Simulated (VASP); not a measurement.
The system is WSe2.

```
W Se
1.0
     3.29000    0.00000    0.00000
    -1.64500    2.84922    0.00000
     0.00000    0.00000   12.97000
W Se
2 4
Cartesian
  0.0000 1.8995 3.2425
  1.6450 0.9497 9.7275
  0.0000 1.8995 8.0544
  1.6450 0.9497 1.5694
  0.0000 1.8995 11.4006
  1.6450 0.9497 4.9156
```

* Program: VASP 6.6.1
* Task: relaxation of cell and atoms
* Functional: LDA
* Potentials or basis: VASP PAW LDA potentials, release 64 (W_sv, Se)
* Cutoff: 600 eV
* k mesh: 10 × 10 × 4
* Occupations: fermi-dirac, width 0.08 eV
* Spin: no spin polarisation

At the start: pressure -3.3 GPa; volume 20.26 Å³/atom.

Q: Where does the relaxation end?

A: Over 34 steps the energy falls by 5.4 meV/atom and the volume is 19.61 Å³/atom (-3.2 %); space group P6_3/mmc (No. 194, to 0.1 Å) before and after.

Step by step:
```
step  energy change (eV)  largest force (eV/Å)  pressure (GPa)  volume (Å³)
   1              0.0000                0.2615           -3.29       121.58
   2              0.0959                1.0332            7.51       114.40
   3             -0.0274                0.1252           -0.14       119.21
   4             -0.0274                0.1336           -0.08       119.17
   5             -0.0312                0.0322           -0.03       118.66
   6             -0.0312                0.0283           -0.03       118.64
   7             -0.0314                0.0222           -0.03       118.57
   8             -0.0319                0.0063           -0.10       118.36
   9             -0.0324                0.0255           -0.23       117.93
  10             -0.0325                0.0093           -0.09       117.79
  11             -0.0325                0.0014           -0.02       117.71
  12             -0.0325                0.0005           -0.03       117.70
  13             -0.0325                0.0030            0.00       117.67
  14             -0.0325                0.0023            0.00       117.67
  15             -0.0325                0.0009            0.01       117.65
  16             -0.0325                0.0003            0.01       117.65
  17             -0.0325                0.0002            0.01       117.65
  18             -0.0325                0.0005            0.02       117.65
  19             -0.0325                0.0005            0.02       117.65
  20             -0.0325                0.0029            0.01       117.67
  21             -0.0325                0.0040            0.00       117.68
  22             -0.0325                0.0042            0.00       117.69
  23             -0.0325                0.0049           -0.04       117.72
  24             -0.0325                0.0045           -0.05       117.71
  25             -0.0325                0.0046           -0.05       117.70
  26             -0.0325                0.0046           -0.04       117.69
  27             -0.0325                0.0046           -0.04       117.69
  28             -0.0325                0.0045           -0.03       117.69
  29             -0.0325                0.0044           -0.03       117.69
  30             -0.0325                0.0024           -0.03       117.68
  31             -0.0325                0.0033            0.01       117.65
  32             -0.0325                0.0009            0.04       117.66
  33             -0.0325                0.0008            0.02       117.67
  34             -0.0325                0.0017            0.01       117.67
```

Final structure:
```cif
data_structure
_symmetry_space_group_name_H-M 'P 1'
_symmetry_Int_Tables_number 1
_cell_length_a 3.2550
_cell_length_b 3.2550
_cell_length_c 12.8250
_cell_angle_alpha 90.000
_cell_angle_beta 90.000
_cell_angle_gamma 120.000
_cell_volume 117.67
loop_
_atom_site_label
_atom_site_type_symbol
_atom_site_fract_x
_atom_site_fract_y
_atom_site_fract_z
_atom_site_occupancy
W1 W 0.33333 0.66667 0.25000 1
W2 W 0.66667 0.33333 0.75000 1
Se1 Se 0.33333 0.66667 0.61975 1
Se2 Se 0.66667 0.33333 0.11975 1
Se3 Se 0.33333 0.66667 0.88025 1
Se4 Se 0.66667 0.33333 0.38025 1
```
